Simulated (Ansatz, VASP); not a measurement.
**Two plane-wave programs on Zr4Ag**

```xyz
5
Lattice="-3.8317 3.8317 1.9700 3.8317 -3.8317 1.9700 3.8317 3.8317 -1.9700" Properties=species:S:1:pos:R:3 pbc="T T T"
Zr    2.2048    0.0000    1.2596
Zr    5.4585    0.0000    1.2596
Zr    0.0000    2.2048    1.2596
Zr    0.0000    5.4585    1.2596
Ag    0.0000    0.0000    3.2302
```

Alike in both runs: functional PBE; k mesh 4 × 4 × 4; occupations gaussian, width 0.2 eV; no spin polarisation.

Ansatz relaxed the structure, and its values are those at the end. VASP's run is a single point on that final structure, the one shown.

|  | VASP | Ansatz |
| --- | --- | --- |
| version | VASP 6.6.1 | Ansatz 0.2.0 |
| potentials or method | VASP PAW PBE potentials, release 64 (Zr_sv, Ag), cutoff 520 eV | scalar-relativistic, plane waves, PAW |
| valence electrons in the cell | 59 | 67 |

```tsv
	VASP	Ansatz	Ansatz less VASP
gap on the k mesh at the Fermi level (eV)	none	none	-
pressure (GPa)	-0.1	-0.1	+0.01
```

A gap of «none» marks a metal or a gap that the smearing closes. VASP's potentials hold 59 valence electrons a cell and Ansatz's 67, so a difference there can come from the potentials and not from the codes.

The k mesh is coarse, so the values compare programs but aren't converged.
